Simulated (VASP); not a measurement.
Runs of VASP 6.6.1 on Ba3Mo. The structure is that of space group P6/mmm (No. 191), or close to it. The cells are those of the table. The cell was built from a structure type or drawn by symmetry, and may not be a known phase.

```tsv
task	cell	k mesh	cutoff (eV)	gap on the mesh (eV)	pressure (GPa)	relaxed volume (Å³/atom)
single point	a = 6.357, b = 6.357, c = 4.388 Å, angles 90.0, 90.0, 120.0°, 4 atoms	3 × 3 × 4	520	none	3.8	-
relaxation of cell and atoms	relaxed from a = 6.357, b = 6.357, c = 4.388 Å, angles 90.0, 90.0, 120.0°, 4 atoms	3 × 3 × 4	600	none	0.0	37.75
relaxation of cell and atoms	relaxed from a = 7.018, b = 7.018, c = 3.377 Å, angles 90.0, 90.0, 120.0°, 4 atoms	3 × 3 × 6	600	none	0.0	(a)
single point	a = 7.057, b = 7.057, c = 3.305 Å, angles 90.0, 90.0, 120.0°, 4 atoms	3 × 3 × 6	520	none	1.0	-
single point	a = 7.018, b = 7.018, c = 3.377 Å, angles 90.0, 90.0, 120.0°, 4 atoms	3 × 3 × 4	520	none	1.0	-
```

Alike in all rows: level PBE; potentials or basis VASP PAW PBE potentials, release 64 (Ba_sv, Mo_sv); no spin polarisation; smearing gaussian 0.1 eV.

**Question.** Fill in the values left out.

**Answer.** (a) 37.30.

Caveats: some runs use coarse meshes; spin-orbit coupling is left out, which moves the levels of the heavy elements; a cell axis changed by over 15 % at a fixed basis, so the end point is rough (at least some runs).

A k mesh can miss the band edges, and the runs leave out spin-orbit coupling on Ba, Mo.

A gap of «none» marks levels without a gap at the run's occupations.
